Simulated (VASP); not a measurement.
# Hg (Im-3m) in VASP: a series of runs

Hg is run at these levels: LDA; tasks: single point, relaxation of cell and atoms.

All numbers are computed with VASP 6.6.1; they aren't measurements. Logs are shortened: lines on timing, memory, paths and dates and some standing lists are left out, and cuts for length are marked.

## Step 1: The cell of the first run

Symmetry: Im-3m, No. 229, cubic system. Conventional cell: a = 2.999 Å, b = 2.999 Å, c = 2.999 Å, α = 90.00°, β = 90.00°, γ = 90.00°. Hg (site symmetry m-3m) has 14 Hg at 2.60 to 3.00 Å within 3.4 Å.

## Step 2: Single point, LDA (13.49 Å³/atom)

INCAR

```
SYSTEM = Hg
PREC = Accurate ; ENCUT = 550
EDIFF = 1E-6 ; ISMEAR = -1
SIGMA = 0.1 ; LREAL = .FALSE.
LASPH = .TRUE. ; NELM = 120
ALGO = Normal ; ISIF = 2
LWAVE = .FALSE. ; LCHARG = .FALSE.
GGA = CA ; NBANDS = 16
GGA_COMPAT = .FALSE.
```

KPOINTS

```
Automatic mesh
0
G
  15 15 15
  0 0 0
```

POSCAR

```
Hg
1.0
   -1.4995290052      1.4995290052      1.4995290052
    1.4995290052     -1.4995290052      1.4995290052
    1.4995290052      1.4995290052     -1.4995290052
Hg
1
Direct
    0.0000000000      0.0000000000      0.0000000000
```

Potentials or basis: VASP PAW LDA potentials, release 64 (Hg_sv_GW).

Command:

```bash
cat potpaw_LDA.64/Hg_sv_GW/POTCAR > POTCAR
mpirun -np 1 vasp_std > vasp.out
```

OUTCAR:

```text
SYSTEM = Hg
   PREC = Accurate
   ENCUT = 550
   EDIFF = 1E-6
   ISMEAR = -1
   LREAL = .FALSE.
   LASPH = .TRUE.
   NELM = 120
   ISIF = 2
   GGA = CA

 ion  position               nearest neighbor table
   1  0.000  0.000  0.000-

  LATTYP: Found a body centered cubic cell.
 ALAT       =     2.9990580104

  Lattice vectors:

 A1 = (  -1.4995290052,   1.4995290052,   1.4995290052)
 A2 = (   1.4995290052,  -1.4995290052,   1.4995290052)
 A3 = (   1.4995290052,   1.4995290052,  -1.4995290052)

Analysis of symmetry for initial positions (statically):
=====================================================================
 Subroutine PRICEL returns:
 Original cell was already a primitive cell.

 Routine SETGRP: Setting up the symmetry group for a
 body centered cubic supercell.

 Subroutine GETGRP returns: Found 48 space group operations
 (whereof 48 operations were pure point group operations)
 out of a pool of 48 trial point group operations.

The static configuration has the point symmetry O_h .

Analysis of symmetry for dynamics (positions and initial velocities):
=====================================================================
 Subroutine PRICEL returns:
 Original cell was already a primitive cell.

 Routine SETGRP: Setting up the symmetry group for a
 body centered cubic supercell.

 Subroutine GETGRP returns: Found 48 space group operations
 (whereof 48 operations were pure point group operations)
 out of a pool of 48 trial point group operations.

The dynamic configuration has the point symmetry O_h .

 Subroutine INISYM returns: Found 48 space group operations
 (whereof 48 operations are pure point group operations),
 and found     1 'primitive' translations

----------------------------------------------------------------------------------------

                                     Primitive cell

  volume of cell :      13.4873

  direct lattice vectors                    reciprocal lattice vectors
    -1.499529005  1.499529005  1.499529005     0.000000000  0.333438032  0.333438032
     1.499529005 -1.499529005  1.499529005     0.333438032  0.000000000  0.333438032
     1.499529005  1.499529005 -1.499529005     0.333438032  0.333438032  0.000000000

  length of vectors
     2.597260424  2.597260424  2.597260424     0.471552587  0.471552587  0.471552587
[... 73 lines left out ...]
   ISPIN  =      1    spin polarized calculation?
   LNONCOLLINEAR =      F non collinear calculations
   LSORBIT =      F    spin-orbit coupling
   LASPH  =      T    aspherical Exc in radial PAW
   ENCUT  =  550.0 eV  40.42 Ry    6.36 a.u.   4.97  4.97  4.97*2*pi/ulx,y,z
   NELM   =    120;   NELMIN=  2; NELMDL= -5     # of ELM steps
   EDIFF  = 0.1E-05   stopping-criterion for ELM
   LREAL  =      F    real-space projection
   EDIFFG = 0.1E-04   stopping-criterion for IOM
   NSW    =      0    number of steps for IOM
   IBRION =     -1    ionic relax: 0-MD 1-quasi-New 2-CG
   NFREE  =      0    steps in history (QN), initial steepest desc. (CG)
   ISIF   =      2    stress and relaxation
   ISYM   =      2    0-nonsym 1-usesym 2-fastsym
   POTIM  = 0.5000    time-step for ionic-motion
   TEBEG  =    0.0;   TEEND  =   0.0 temperature during run
   PSTRESS=    0.0 pullay stress
   NELECT =      20.0000    total number of electrons
   NUPDOWN=      -1.0000    fix difference up-down
   EMIN   =  10.00;   EMAX   =-10.00  energy-range for DOS
   EFERMI =   0.00;   METHOD = LEGACY
   ISMEAR =    -1;   SIGMA  =   0.10  broadening in eV -4-tet -1-fermi 0-gaus
   EFERMI_NEDOS =   21; number of points for ismear=-14 and -15
   IALGO  =     38    algorithm
   IMIX   =      4    mixing-type and parameters
     AMIX     =   0.40;   BMIX     =  1.00
     AMIX_MAG =   1.60;   BMIX_MAG =  1.00
  volume/ion in A,a.u.               =      13.49        91.02
  Fermi-wavevector in a.u.,A,eV,Ry     =   1.866852  3.527839 47.418175  3.485138
  Thomas-Fermi vector in A             =   2.913459
   LORBIT       =      0    0 simple, 1 ext, 2 COOP (PROOUT), +10 PAW based schemes
   GGA     = CA    functional components
   LHFCALC =     F    Hartree Fock is set to
   AEXX    =    0.0000 exact exchange contribution
   IVDW    =     0    specifies the selected vdW correction
   LEPSILON=     F    determine dielectric tensor
   LRPA    =     F    only Hartree local field effects (RPA)
 non-spin polarized calculation
  energy-cutoff  :      550.00
  volume of cell :       13.49
 maximum number of plane-waves:       406
   NGX =  9   NGY =  9   NGZ =  9

 number of electron      19.9999995 magnetization

 Free energy of the ion-electron system (eV)
  ---------------------------------------------------
  ext. energy  EPLUGINS =         0.00000000
  ---------------------------------------------------
  free energy    TOTEN  =         1.17435762 eV

  energy without entropy =        1.18311696  energy(sigma->0) =        1.17873729

 E-fermi :  15.7261     XC(G=0): -15.3144

 val. band max:       15.6802135704   @ k =  -0.4667  -0.4667   0.1333
 cond. band min:      15.8330047953   @ k =  -0.4667  -0.4667   0.2000
 fundamental gap:      0.1527912249
 Fermi energy:        15.7260539367

 k-point     1 :       0.0000    0.0000    0.0000
  band No.  band energies     occupation
      1    -101.8734      2.00000
      2     -50.3696      2.00000
      3     -50.3696      2.00000
      4     -50.3696      2.00000
      5      -0.7369      2.00000
      6       4.2635      2.00000
[... 433 lines left out ...]
      3     -50.5677      2.00000
      4     -50.4096      2.00000
      5       2.3521      2.00000
      6       3.3202      2.00000
[... 8 lines left out ...]
     15      35.3466      0.00000
     16      40.2950      0.00000

 [... further k-points ...]

------------------------ aborting loop because EDIFF is reached ----------------------------------------

  FORCE on cell =-STRESS in cart. coord.  units (eV):
  Direction    XX          YY          ZZ          XY          YZ          ZX
  --------------------------------------------------------------------------------------
  -------------------------------------------------------------------------------------
  Total       11.4379246     11.4379246     11.4379246      0.0000000      0.0000000     -0.0000000
  in kB     1358.7301419   1358.7301419   1358.7301419      0.0000000      0.0000000     -0.0000000
  external PRESSURE =    1358.7301419 kB  Pullay stress =       0.0000000 kB

 VOLUME and BASIS-vectors are now :
 -----------------------------------------------------------------------------
  energy-cutoff  :      550.00
  volume of cell :       13.49
      direct lattice vectors                 reciprocal lattice vectors
    -1.499529005  1.499529005  1.499529005     0.000000000  0.333438032  0.333438032
     1.499529005 -1.499529005  1.499529005     0.333438032  0.000000000  0.333438032
     1.499529005  1.499529005 -1.499529005     0.333438032  0.333438032  0.000000000

 POSITION                                       TOTAL-FORCE (eV/Angst)
 -----------------------------------------------------------------------------------
      0.00000      0.00000      0.00000         0.000000     -0.000000      0.000000
 -----------------------------------------------------------------------------------
    total drift:                                0.000000     -0.000000      0.000000

  FREE ENERGIE OF THE ION-ELECTRON SYSTEM (eV)
  ---------------------------------------------------
  free  energy   TOTEN  =         1.1743576216 eV

  energy  without entropy=        1.1831169640  energy(sigma->0) =        1.17873729
```

OSZICAR:

```text
N       E                     dE             d eps       ncg     rms          rms(c)
DAV:   1     0.326752139023E+03    0.32675E+03   -0.12741E+04  4032   0.205E+03
DAV:   2     0.206346082626E+02   -0.30612E+03   -0.28773E+03  3880   0.644E+02
DAV:   3     0.178537240248E+01   -0.18849E+02   -0.18780E+02  5960   0.164E+02
DAV:   4     0.112003545148E+01   -0.66534E+00   -0.66530E+00  4312   0.293E+01
DAV:   5     0.109611467009E+01   -0.23921E-01   -0.23921E-01  6184   0.496E+00    0.739E+01
DAV:   6     0.116417486375E+01    0.68060E-01   -0.89063E-02  5880   0.663E+00    0.437E+01
DAV:   7     0.117259535528E+01    0.84205E-02   -0.29969E-02  6208   0.296E+00    0.118E+00
DAV:   8     0.117434559995E+01    0.17502E-02   -0.59799E-03  5600   0.195E+00    0.862E-02
DAV:   9     0.117435258437E+01    0.69844E-05   -0.15154E-04  4360   0.154E-01    0.397E-02
DAV:  10     0.117435746198E+01    0.48776E-05   -0.12403E-05  5152   0.933E-02    0.232E-02
DAV:  11     0.117435762162E+01    0.15964E-06   -0.39257E-07  2712   0.163E-02
   1 F= 0.11743576E+01 E0= 0.11787373E+01  d E =-.875934E-02
```

stdout:

```text
POSCAR found type information on POSCAR Hg
 POSCAR found :  1 types and       1 ions
 scaLAPACK will be used
 LDA part: xc-table for (Slater(with rela. corr.)+CA(PZ))
 , standard interpolation
 POSCAR, INCAR and KPOINTS ok, starting setup
 FFT: planning ... GRIDC
 FFT: planning ... GRID_SOFT
 FFT: planning ... GRID
 WAVECAR not read
 entering main loop
```

Run time: 20 s. Hardware: 1 thread of AMD EPYC 7R13 (Zen 3), shared host; peak memory 0.12 GiB.

What came out:

```
Free energy            : 1.1744 eV
Pressure               : 135.9 GPa
Band gap on the k mesh : zero (bands 10 and 11 overlap by 2.38 eV)
```

Levels at points of the mesh, in eV from the Fermi level:
```csv
k point,band 8,band 9,band 10,band 11,band 12,band 13
"(0.00, 0.00, 0.00)",-11.46,-8.99,-8.99,13.03,13.03,13.03
```

Caveat: the cell stands under pressure; spin-orbit coupling is left out, which moves the levels of the heavy elements.

## Step 3: Single point, LDA (10.12 Å³/atom)

This run uses another cell than the first one, of 10.12 Å³/atom.

INCAR

```
PREC     = Accurate       # precision mode
ENCUT    = 550            # plane-wave cutoff, eV
EDIFF    = 1E-6           # SCF threshold, eV
ISMEAR   = -1             # smearing method
SIGMA    = 0.1            # smearing width, eV
LREAL    = False          # projectors in reciprocal space
LASPH    = True           # aspherical terms in the spheres
NELM     = 120            # most SCF steps
ALGO     = Normal         # electronic algorithm
ISIF     = 2              # what is computed and relaxed
LWAVE    = False          # write WAVECAR
LCHARG   = False          # write CHGCAR
NBANDS   = 16             # bands
GGA_COMPAT= False
```

KPOINTS

```
regular mesh
0
Gamma
  15 15 15
```

POSCAR

```
Hg
1.0
   -1.3624125174      1.3624125174      1.3624125174
    1.3624125174     -1.3624125174      1.3624125174
    1.3624125174      1.3624125174     -1.3624125174
Hg
1
Direct
    0.0000000000      0.0000000000      0.0000000000
```

Potentials or basis: VASP PAW LDA potentials, release 64 (Hg_sv_GW).

Command:

```bash
cat potpaw_LDA.64/Hg_sv_GW/POTCAR > POTCAR
mpirun -np 1 vasp_std > vasp.out
```

Wall time 15 s (1 thread of AMD EPYC 7R43 (Zen 3), shared host); peak memory 0.11 GiB.

Results (log left out):

- Free energy: 6.9185 eV
- Pressure: 485.2 GPa
- Band gap on the k mesh: zero (bands 10 and 11 overlap by 1.41 eV)

Levels at points of the mesh, in eV from the Fermi level:
```csv
k point,band 8,band 9,band 10,band 11,band 12,band 13
"(0.00, 0.00, 0.00)",-15.76,-11.89,-11.89,10.13,10.13,10.13
```

Caveat: the cell stands under pressure; spin-orbit coupling is left out, which moves the levels of the heavy elements.

## Step 4: Relaxation of cell and atoms, LDA

This run uses another cell than the first one, of 22.69 Å³/atom.

INCAR

```
SYSTEM = Hg
ALGO = Normal
EDIFF = 1E-7
EDIFFG = -0.005
ENCUT = 550
GGA = CA
GGA_COMPAT = .False.
IBRION = 2
ISIF = 3
ISMEAR = -1
LASPH = .True.
LCHARG = .False.
LREAL = .False.
LWAVE = .False.
NELM = 120
NELMIN = 4
NSW = 60
PREC = Accurate
SIGMA = 0.1
```

KPOINTS

```
k-points
0
Gamma
  15 15 15
  0 0 0
```

POSCAR

```
Hg
1.0
   -1.7834648247      1.7834648247      1.7834648247
    1.7834648247     -1.7834648247      1.7834648247
    1.7834648247      1.7834648247     -1.7834648247
Hg
1
Direct
    0.0000000000      0.0000000000      0.0000000000
```

Command:

```bash
cat potpaw_LDA.64/Hg_sv_GW/POTCAR > POTCAR
mpirun -np 1 vasp_std > vasp.out
```

Run time: 35 s. Hardware: 1 thread of Intel Xeon Platinum 8488C (Sapphire Rapids), shared host; peak memory 0.18 GiB.

Results (log left out):

- Free energy: -0.9582 eV
- Relaxed volume: 22.45 Å³/atom
- Relaxed cell: a = 3.078 Å, b = 3.078 Å, c = 3.078 Å, α = 109.47°, β = 109.47°, γ = 109.47°
- Space group after relaxing (to 0.1 Å): Im-3m (No. 229)
- Energy gained by relaxing: 0.5 meV/atom
- Ionic steps: 3
- Pressure after relaxing: 0.0 GPa
- Band gap on the k mesh: zero (bands 10 and 11 overlap by 3.57 eV)

Step by step:
| step | energy change (eV) | largest force (eV/Å) | pressure (GPa) | volume (Å³) |
| --- | --- | --- | --- | --- |
| 1 | 0.0000 | 0.0000 | -0.60 | 22.69 |
| 2 | -0.0004 | 0.0000 | 0.09 | 22.41 |
| 3 | -0.0005 | 0.0000 | -0.01 | 22.45 |

Final structure:
```
Hg
1.0
    -1.77709    1.77709    1.77709
     1.77709   -1.77709    1.77709
     1.77709    1.77709   -1.77709
Hg
1
Direct
  0.00000 0.00000 0.00000
```

Levels at points of the mesh, in eV from the Fermi level:
```tsv
k point	band 7	band 8	band 9	band 10	band 11	band 12	band 13	band 14
(0.00, 0.00, 0.00)	-7.20	-7.20	-6.19	-6.19	14.59	14.59	14.59	16.95
```

Caveat: spin-orbit coupling is left out, which moves the levels of the heavy elements.

(Part 1 of 2 ends here.)

The gap in the log of VASP goes by the Fermi energy; the results here count the filled bands.